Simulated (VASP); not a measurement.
# LiBr (Fm-3m) in VASP: notebook

Runs on LiBr. Level: PBEsol. Tasks: single point, relaxation of cell and atoms.

Program: VASP 6.6.1. These are calculated values, not measurements. Logs are shortened: lines on timing, memory, paths and dates and some standing lists are left out, and cuts for length are marked.

## 1. The cell of the first run

Symmetry: Fm-3m, No. 225, cubic system. Conventional cell: a = 5.564 Å, b = 5.564 Å, c = 5.564 Å, α = 90.00°, β = 90.00°, γ = 90.00°. Li (site symmetry m-3m) has 6 Br at 2.78 Å within 3.7 Å. Within 3.7 Å of Br (site symmetry m-3m) lie 6 Li at 2.78 Å.

## 2. Single point, PBEsol

INCAR reads:

```
PREC     = Accurate       # precision mode
ENCUT    = 750            # plane-wave cutoff, eV
EDIFF    = 1E-6           # SCF threshold, eV
ISMEAR   = 0              # smearing method
SIGMA    = 0.01           # smearing width, eV
LREAL    = False          # projectors in reciprocal space
LASPH    = True           # aspherical terms in the spheres
NELM     = 120            # most SCF steps
ALGO     = Normal         # electronic algorithm
ISIF     = 2              # what is computed and relaxed
LWAVE    = False          # write WAVECAR
LCHARG   = True           # write CHGCAR
GGA      = PS             # functional
LELF     = True           # ELF
LVHAR    = True         
NBANDS   = 12             # bands
GGA_COMPAT= False
```

KPOINTS reads:

```
Automatic mesh
0
Gamma
  8 8 8
```

POSCAR reads:

```
LiBr
1.0
    2.7819336877      2.7819336877      0.0000000000
   -2.7819336877      2.7819336877      0.0000000000
    0.0000000000      2.7819336877      2.7819336877
Li Br
1 1
Direct
    0.0000000000      0.0000000000      0.0000000000
    0.5000000000      0.5000000000      0.0000000000
```

Potentials or basis: VASP PAW PBE potentials, release 64 (Li_sv, Br).

Launch:

```
$ cat potpaw_PBE.64/Li_sv/POTCAR potpaw_PBE.64/Br/POTCAR > POTCAR
$ mpirun -np 1 vasp_std > vasp.out
```

OUTCAR:

```text
PREC = Accurate
   ENCUT = 750
   EDIFF = 1E-6
   ISMEAR = 0
   LREAL = False
   LASPH = True
   NELM = 120
   ISIF = 2
   GGA = PS

 ion  position               nearest neighbor table
   1  0.000  0.000  0.000-
   2  0.500  0.500  0.000-

  LATTYP: Found a face centered cubic cell.
 ALAT       =     5.5638673754

  Lattice vectors:

 A1 = (   0.0000000000,   2.7819336877,   2.7819336877)
 A2 = (   2.7819336877,   0.0000000000,   2.7819336877)
 A3 = (   2.7819336877,   2.7819336877,   0.0000000000)

Analysis of symmetry for initial positions (statically):
=====================================================================
 Subroutine PRICEL returns:
 Original cell was already a primitive cell.

 Routine SETGRP: Setting up the symmetry group for a
 face centered cubic supercell.

 Subroutine GETGRP returns: Found 48 space group operations
 (whereof 48 operations were pure point group operations)
 out of a pool of 48 trial point group operations.

The static configuration has the point symmetry O_h .

Analysis of symmetry for dynamics (positions and initial velocities):
=====================================================================
 Subroutine PRICEL returns:
 Original cell was already a primitive cell.

 Routine SETGRP: Setting up the symmetry group for a
 face centered cubic supercell.

 Subroutine GETGRP returns: Found 48 space group operations
 (whereof 48 operations were pure point group operations)
 out of a pool of 48 trial point group operations.

The dynamic configuration has the point symmetry O_h .

 Subroutine INISYM returns: Found 48 space group operations
 (whereof 48 operations are pure point group operations),
 and found     1 'primitive' translations

----------------------------------------------------------------------------------------

                                     Primitive cell

  volume of cell :      43.0596

  direct lattice vectors                    reciprocal lattice vectors
     2.781933688  2.781933688  0.000000000     0.179731099  0.179731099 -0.179731099
    -2.781933688  2.781933688  0.000000000    -0.179731099  0.179731099 -0.179731099
     0.000000000  2.781933688  2.781933688     0.000000000  0.000000000  0.359462199

  length of vectors
     3.934248351  3.934248351  3.934248351     0.311303396  0.311303396  0.359462199

  position of ions in fractional coordinates (direct lattice)
     0.000000000  0.000000000  0.000000000
     0.500000000  0.500000000  0.000000000

  ion indices of the primitive-cell ions
   primitive index   ion index
                 1           1
                 2           2

----------------------------------------------------------------------------------------

 KPOINTS: Automatic mesh

Automatic generation of k-mesh.
 Grid dimensions read from file:
 generate k-points for:    8    8    8

 Generating k-lattice:

  Cartesian coordinates                     Fractional coordinates (reciprocal lattice)
     0.022466387  0.022466387 -0.022466387     0.125000000  0.000000000  0.000000000
    -0.022466387  0.022466387 -0.022466387     0.000000000  0.125000000  0.000000000
     0.000000000  0.000000000  0.044932775     0.000000000  0.000000000  0.125000000

  Length of vectors
     0.038912924  0.038912924  0.044932775

  Shift w.r.t. Gamma in fractional coordinates (k-lattice)
     0.000000000  0.000000000  0.000000000

 Subroutine IBZKPT returns following result:
 ===========================================

 Found     29 irreducible k-points:

 Following reciprocal coordinates:
            Coordinates               Weight
  0.000000  0.000000  0.000000      1.000000
  0.125000  0.000000  0.000000      8.000000
  0.250000  0.000000  0.000000      8.000000
  0.375000  0.000000  0.000000      8.000000
  0.500000  0.000000  0.000000      4.000000
  0.125000  0.125000  0.000000     12.000000
[... 16 lines left out ...]
  0.375000  0.250000  0.125000     48.000000
  0.500000  0.250000  0.125000     24.000000
 [... further k-points ...]
   k-points           NKPTS =     29   k-points in BZ     NKDIM =     29   number of bands    NBANDS=     12
   number of dos      NEDOS =    301   number of ions     NIONS =      2
   total plane-waves  NPLWV =  46656
   dimension x,y,z NGX =    36 NGY =   36 NGZ =   36
   dimension x,y,z NGXF=    72 NGYF=   72 NGZF=   72
   ions per type =               1   1
   NGX,Y,Z   is equivalent  to a cutoff of  15.21, 15.21, 15.21 a.u.
   NGXF,Y,Z  is equivalent  to a cutoff of  30.42, 30.42, 30.42 a.u.
 SYSTEM =  unknown system
   PREC   = accura    normal or accurate (medium, high low for compatibility)
   ISTART =      0    job   : 0-new  1-cont  2-samecut
   ICHARG =      2    charge: 1-file 2-atom 10-const
   ISPIN  =      1    spin polarized calculation?
   LNONCOLLINEAR =      F non collinear calculations
   LSORBIT =      F    spin-orbit coupling
   LASPH  =      T    aspherical Exc in radial PAW
   ENCUT  =  750.0 eV  55.12 Ry    7.42 a.u.   8.79  8.79  8.79*2*pi/ulx,y,z
   NELM   =    120;   NELMIN=  2; NELMDL= -5     # of ELM steps
   EDIFF  = 0.1E-05   stopping-criterion for ELM
   LREAL  =      F    real-space projection
   EDIFFG = 0.1E-04   stopping-criterion for IOM
   NSW    =      0    number of steps for IOM
   IBRION =     -1    ionic relax: 0-MD 1-quasi-New 2-CG
   NFREE  =      0    steps in history (QN), initial steepest desc. (CG)
   ISIF   =      2    stress and relaxation
   ISYM   =      2    0-nonsym 1-usesym 2-fastsym
   POTIM  = 0.5000    time-step for ionic-motion
   TEBEG  =    0.0;   TEEND  =   0.0 temperature during run
   PSTRESS=    0.0 pullay stress
   NELECT =      10.0000    total number of electrons
   NUPDOWN=      -1.0000    fix difference up-down
   EMIN   =  10.00;   EMAX   =-10.00  energy-range for DOS
   EFERMI =   0.00;   METHOD = LEGACY
   ISMEAR =     0;   SIGMA  =   0.01  broadening in eV -4-tet -1-fermi 0-gaus
   EFERMI_NEDOS =   21; number of points for ismear=-14 and -15
   IALGO  =     38    algorithm
   IMIX   =      4    mixing-type and parameters
     AMIX     =   0.40;   BMIX     =  1.00
     AMIX_MAG =   1.60;   BMIX_MAG =  1.00
  volume/ion in A,a.u.               =      21.53       145.29
  Fermi-wavevector in a.u.,A,eV,Ry     =   1.006278  1.901590 13.777202  1.012596
  Thomas-Fermi vector in A             =   2.139011
   LORBIT       =      0    0 simple, 1 ext, 2 COOP (PROOUT), +10 PAW based schemes
   GGA     = PS    functional components
   LHFCALC =     F    Hartree Fock is set to
   AEXX    =    0.0000 exact exchange contribution
   IVDW    =     0    specifies the selected vdW correction
   LEPSILON=     F    determine dielectric tensor
   LRPA    =     F    only Hartree local field effects (RPA)
 non-spin polarized calculation
 Gauss-broadening in eV      SIGMA  =   0.01
  energy-cutoff  :      750.00
  volume of cell :       43.06
 maximum number of plane-waves:      2044
   NGX = 17   NGY = 17   NGZ = 17

 number of electron      10.0000000 magnetization

 number of electron       9.9999999 magnetization

 Free energy of the ion-electron system (eV)
  ---------------------------------------------------
  ext. energy  EPLUGINS =         0.00000000
  ---------------------------------------------------
  free energy    TOTEN  =        -6.91220259 eV

  energy without entropy =       -6.91220259  energy(sigma->0) =       -6.91220259

 E-fermi :   0.0886     XC(G=0):  -8.4441

 val. band max:        0.0030603402   @ k =   0.0000   0.0000   0.0000
 cond. band min:       4.6305841100   @ k =   0.0000   0.0000   0.0000
 fundamental gap:      4.6275237698
 Fermi energy:         0.0885634840

 k-point     1 :       0.0000    0.0000    0.0000
  band No.  band energies     occupation
      1     -43.7238      2.00000
      2     -13.3433      2.00000
      3       0.0031      2.00000
      4       0.0031      2.00000
      5       0.0031      2.00000
      6       4.6306      0.00000
      7      10.3616      0.00000
      8      10.3616      0.00000
      9      10.3616      0.00000
     10      12.0265      0.00000
     11      12.0265      0.00000
     12      12.0265      0.00000

 k-point     2 :       0.1250    0.0000    0.0000
  band No.  band energies     occupation
      1     -43.7237      2.00000
      2     -13.2844      2.00000
      3      -0.5690      2.00000
      4      -0.0375      2.00000
      5      -0.0375      2.00000
      6       5.1609      0.00000
      7       9.5913      0.00000
      8      10.1770      0.00000
      9      10.1770      0.00000
     10      11.2612      0.00000
     11      11.2612      0.00000
     12      12.3784      0.00000

 k-point     3 :       0.2500    0.0000    0.0000
  band No.  band energies     occupation
      1     -43.7234      2.00000
      2     -13.1357      2.00000
      3      -1.6245      2.00000
      4      -0.1300      2.00000
      5      -0.1300      2.00000
      6       5.7181      0.00000
      7       9.0834      0.00000
      8       9.0834      0.00000
      9       9.4706      0.00000
     10      12.1762      0.00000
     11      12.1762      0.00000
     12      12.7231      0.00000

 k-point     4 :       0.3750    0.0000    0.0000
  band No.  band energies     occupation
      1     -43.7230      2.00000
      2     -12.9767      2.00000
      3      -2.4663      2.00000
      4      -0.2155      2.00000
      5      -0.2155      2.00000
      6       5.5830      0.00000
      7       8.2943      0.00000
      8       8.2943      0.00000
      9      10.6023      0.00000
     10      13.1773      0.00000
     11      13.8985      0.00000
     12      13.8985      0.00000

 k-point     5 :       0.5000    0.0000    0.0000
  band No.  band energies     occupation
      1     -43.7229      2.00000
      2     -12.9073      2.00000
      3      -2.7805      2.00000
      4      -0.2490      2.00000
      5      -0.2490      2.00000
      6       5.4472      0.00000
      7       8.0231      0.00000
      8       8.0231      0.00000
      9      11.3290      0.00000
     10      13.7002      0.00000
     11      15.5640      0.00000
     12      15.5640      0.00000
[... 228 lines left out ...]
      1     -43.7226      2.00000
      2     -12.7333      2.00000
      3      -2.7735      2.00000
      4      -1.0857      2.00000
      5      -1.0857      2.00000
      6       6.1113      0.00000
      7       6.9981      0.00000
      8      11.2146      0.00000
      9      12.1340      0.00000
     10      12.1340      0.00000
     11      15.5659      0.00000
     12      17.2684      0.00000

 k-point    22 :       0.2500    0.2500    0.1250
  band No.  band energies     occupation
      1     -43.7231      2.00000
      2     -13.0168      2.00000
      3      -1.8210      2.00000
      4      -0.8537      2.00000
      5      -0.3324      2.00000
      6       6.9210      0.00000
      7       8.0474      0.00000
      8       8.4373      0.00000
      9       9.9982      0.00000
     10      11.3426      0.00000
     11      14.4783      0.00000
     12      14.7413      0.00000

 k-point    23 :       0.3750    0.2500    0.1250
  band No.  band energies     occupation
      1     -43.7229      2.00000
      2     -12.8823      2.00000
      3      -2.2994      2.00000
      4      -1.1927      2.00000
      5      -0.4895      2.00000
      6       6.9906      0.00000
      7       7.8031      0.00000
      8       8.9594      0.00000
      9       9.7993      0.00000
     10      12.4319      0.00000
     11      15.1575      0.00000
     12      15.5006      0.00000

 k-point    24 :       0.5000    0.2500    0.1250
  band No.  band energies     occupation
      1     -43.7228      2.00000
      2     -12.8242      2.00000
      3      -2.5045      2.00000
      4      -1.2871      2.00000
      5      -0.5792      2.00000
      6       6.8643      0.00000
      7       7.7550      0.00000
      8       9.0644      0.00000
      9      10.3484      0.00000
     10      13.3033      0.00000
     11      13.6875      0.00000
     12      16.3370      0.00000

 [... further k-points ...]

------------------------ aborting loop because EDIFF is reached ----------------------------------------

  FORCE on cell =-STRESS in cart. coord.  units (eV):
  Direction    XX          YY          ZZ          XY          YZ          ZX
  --------------------------------------------------------------------------------------
  -------------------------------------------------------------------------------------
  Total       -0.5459849     -0.5459849     -0.5459849     -0.0000000     -0.0000000     -0.0000000
  in kB      -20.3151914    -20.3151914    -20.3151914     -0.0000000     -0.0000000     -0.0000000
  external PRESSURE =     -20.3151914 kB  Pullay stress =       0.0000000 kB

 VOLUME and BASIS-vectors are now :
 -----------------------------------------------------------------------------
  energy-cutoff  :      750.00
  volume of cell :       43.06
      direct lattice vectors                 reciprocal lattice vectors
     2.781933688  2.781933688  0.000000000     0.179731099  0.179731099 -0.179731099
    -2.781933688  2.781933688  0.000000000    -0.179731099  0.179731099 -0.179731099
     0.000000000  2.781933688  2.781933688     0.000000000  0.000000000  0.359462199

 POSITION                                       TOTAL-FORCE (eV/Angst)
 -----------------------------------------------------------------------------------
      0.00000      0.00000      0.00000         0.000000     -0.000000      0.000000
      0.00000      2.78193      0.00000        -0.000000      0.000000      0.000000
 -----------------------------------------------------------------------------------
    total drift:                               -0.000000      0.000000     -0.000000

  FREE ENERGIE OF THE ION-ELECTRON SYSTEM (eV)
  ---------------------------------------------------
  free  energy   TOTEN  =        -6.9122025901 eV

  energy  without entropy=       -6.9122025901  energy(sigma->0) =       -6.91220259
```

Run time: 14 s. Hardware: 1 thread of AMD EPYC 9R45 (Zen 5), shared host; peak memory 0.18 GiB.

What came out:

```yaml
Free_energy: -6.9122 eV
Pressure: -2.0 GPa
Band_gap_on_the_k_mesh: 4.63 eV, direct
```

Caveat: the PAW data sets were made with another functional, which shifts forces and pressure a little.

(Continued in part 2 of 3.)
